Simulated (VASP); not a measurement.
Input of a VASP 6.6.1 run:

File INCAR:

```
SYSTEM = ZnS
PREC     = Accurate       ! precision mode
ENCUT    = 500            ! plane-wave cutoff, eV
EDIFF    = 1E-6           ! SCF threshold, eV
ISMEAR   = -1             ! smearing method
SIGMA    = 0.08           ! smearing width, eV
LREAL    = .FALSE.        ! projectors in reciprocal space
LASPH    = .TRUE.         ! aspherical terms in the spheres
NELM     = 120            ! most SCF steps
ALGO     = Normal         ! electronic algorithm
ISIF     = 2              ! what is computed and relaxed
LWAVE    = .FALSE.        ! write WAVECAR
LCHARG   = .TRUE.         ! write CHGCAR
LELF     = .TRUE.         ! ELF
LVHAR    = .TRUE.       
NBANDS   = 16             ! bands
GGA_COMPAT= .FALSE.
```

The input KPOINTS:

```
regular mesh
0
G
  16 16 16
  0 0 0
```

POSCAR

```
ZnS
1.0
    0.0000000000      2.4325569193      2.4325569193
    2.4325569193      0.0000000000      2.4325569193
    2.4325569193      2.4325569193      0.0000000000
Zn S
1 1
Direct
    0.0000000000      0.0000000000      0.0000000000
    0.5000000000      0.5000000000      0.5000000000
```

Potentials or basis: VASP PAW LDA potentials, release 64 (Zn, S).

Launch:

```bash
$ cat potpaw_LDA.64/Zn/POTCAR potpaw_LDA.64/S/POTCAR > POTCAR
$ mpirun -np 1 vasp_std > vasp.out
```

(1) Estimate the pressure.

(2) Estimate the band gap on the k mesh.

Results:

(1) 8.1 GPa.

(2) zero (band 9 reaches 5.32 eV, above the bottom of band 10 at 4.77 eV).
